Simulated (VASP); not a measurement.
Set up this calculation in VASP 6.6.1, as the native input.

```yaml
Task: single point
Functional: PBE
Potentials_or_basis: VASP PAW PBE potentials, release 64 (Cd, S)
Cutoff: 520 eV
k_mesh: 6 × 6 × 4
Occupations: gaussian, width 0.02 eV
Spin: no spin polarisation
Dipole_correction: no
Further_INCAR_settings: ALGO = Normal; EDIFF = 1e-06; NBANDS = 26
```

The structure of CdS lies in POSCAR:

```
CdS
1.0
    4.3324374183      0.0000000000      0.0000000000
   -2.1662187091      3.7520008645      0.0000000000
    0.0000000000      0.0000000000      7.0483164283
Cd S
2 2
Direct
    0.3333333333      0.6666666667     -0.0008015557
    0.6666666667      0.3333333333      0.4991984443
    0.3333333333      0.6666666667      0.3758015557
    0.6666666667      0.3333333333      0.8758015557
```

One way to write it, as run:

INCAR

```
SYSTEM = CdS
ALGO = Normal ; EDIFF = 1E-6
ENCUT = 520 ; GGA = PE
ISIF = 2 ; ISMEAR = 0
LASPH = .TRUE. ; LCHARG = .FALSE.
LREAL = .FALSE. ; LWAVE = .FALSE.
NBANDS = 26 ; NELM = 80
PREC = Accurate ; SIGMA = 0.02
```

KPOINTS

```
k-points
0
G
  6 6 4
  0 0 0
```

Potentials or basis: VASP PAW PBE potentials, release 64 (Cd, S).

Command:

```console
$ cat potpaw_PBE.64/Cd/POTCAR potpaw_PBE.64/S/POTCAR > POTCAR
$ mpirun -np 1 vasp_std > vasp.out
```

It gave:

```yaml
Pressure: -3.9 GPa
Largest_force: 0.004 eV/Å
Band_gap_on_the_k_mesh: 0.88 eV
```

Caveat: the cell stands under tension.

It took 94 s on 1 thread of Intel Xeon 8259CL, with other jobs on the host, peak memory 0.25 GiB.
